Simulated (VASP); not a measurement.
**Hg: single point with PBEsol+D3(BJ)**

The system is Hg.

```
Hg
1.0
     3.11195    0.00000    0.00000
    -1.55597    2.69502    0.00000
     0.00000    0.00000    5.29715
Hg
2
Direct
  0.66667 0.33333 0.75000
  0.33333 0.66667 0.25000
```

| Item | Value |
| --- | --- |
| Program | VASP 6.6.1 |
| Task | single point |
| Functional | PBEsol |
| Dispersion | D3(BJ) |
| Potentials or basis | VASP PAW PBE potentials, release 64 (Hg) |
| Cutoff | 520 eV |
| k mesh | 18 × 18 × 10 |
| Occupations | gaussian, width 0.15 eV |
| Spin | no spin polarisation |
| Dipole correction | no |
| Further INCAR settings | ALGO = Fast; EDIFF = 1e-06; NBANDS = 19 |

The pressure is -0.5 GPa and the band gap on the k mesh is zero (bands 12 and 13 overlap by 2.21 eV). The dispersion energy per atom is -0.450 eV.

Stress tensor (GPa, compression positive):
```
-0.41  0.00  0.00
 0.00 -0.41  0.00
 0.00  0.00 -0.55
```

Levels at points of the mesh, in eV from the Fermi level:
```csv
k point,band 10,band 11,band 12,band 13,band 14,band 15
"(0.00, 0.00, 0.00)",-5.88,-5.88,-2.06,-1.86,13.52,13.56
"(0.50, 0.00, 0.00)",-5.61,-2.20,-2.09,2.70,2.75,4.04
"(0.00, 0.00, 0.50)",-6.11,-6.11,-6.11,6.15,6.15,13.80
"(0.50, 0.00, 0.50)",-5.65,-1.26,-1.26,-0.24,-0.24,9.63
```

Wall time 2.2 min on 1 thread of Intel Xeon 8259CL, with other jobs on the host, peak memory 0.28 GiB.

Caveat: the PAW data sets were made with another functional, which shifts forces and pressure a little; spin-orbit coupling is left out, which moves the levels of the heavy elements.
